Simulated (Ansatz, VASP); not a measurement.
Two plane-wave programs on Ni3Ge

INCAR

```
PREC = Accurate
ENCUT = 600
EDIFF = 1E-6
ISMEAR = -1
SIGMA = 0.05
LREAL = F
LASPH = T
NELM = 120
ALGO = Normal
ISIF = 2
LWAVE = F
LCHARG = F
GGA = CA
NBANDS = 30
GGA_COMPAT = F
```

The input KPOINTS:

```
Automatic mesh
0
Gamma
  8 8 8
```

The input POSCAR:

```
Ni3Ge
1.0
    3.6662478053      0.0000000000      0.0000000000
    0.0000000000      3.6662478053      0.0000000000
    0.0000000000      0.0000000000      3.6662478053
Ni Ge
3 1
Direct
    0.5000000000      0.0000000000      0.5000000000
    0.0000000000      0.5000000000      0.5000000000
    0.5000000000      0.5000000000      0.0000000000
    0.0000000000      0.0000000000      0.0000000000
```

Input for Ansatz:

```yaml
crystal:
  lattice:
    - [3.6662478053, 0.0, 0.0]
    - [0.0, 3.6662478053, 0.0]
    - [0.0, 0.0, 3.6662478053]
  atoms:
    - { symbol: Ni, position: [0.5, 0.0, 0.5] }
    - { symbol: Ni, position: [0.0, 0.5, 0.5] }
    - { symbol: Ni, position: [0.5, 0.5, 0.0] }
    - { symbol: Ge, position: [0.0, 0.0, 0.0] }
kpoints:
  mp_grid: { grid: [8, 8, 8] }
scf:
  occupations: { method: fermi_dirac, width: 0.05 }
  lower_state_search: "off"
hamiltonian:
  xc: lda
  pseudopotentials: { kind: paw }
output:
  forces: true
  stress: true
  eigenvalues: true
```

Change from the starting cell: volume scaled by 1.12, no spin polarisation, PAW files.

Alike in both runs: task single point; functional LDA; k mesh 8 × 8 × 8; occupations fermi-dirac, width 0.05 eV; no spin polarisation.

|  | VASP | Ansatz |
| --- | --- | --- |
| version | VASP 6.6.1 | Ansatz 0.2.0 |
| potentials or method | VASP PAW LDA potentials, release 64 (Ni, Ge_d) | PAW with Ansatz's default frozen-core files, scalar-relativistic |
| plane-wave cutoff (eV) | 600 | 420 |
| valence electrons in the cell | 44 | 68 |

```tsv
	VASP	Ansatz	Ansatz less VASP
pressure (GPa)	-24.1	-24.6	-0.49
```

LDA's correlation is that of Perdew and Zunger in VASP and of Perdew and Wang (1992) in Ansatz. VASP's potentials hold 44 valence electrons a cell and Ansatz's 68, so a difference there can come from the potentials and not from the codes.
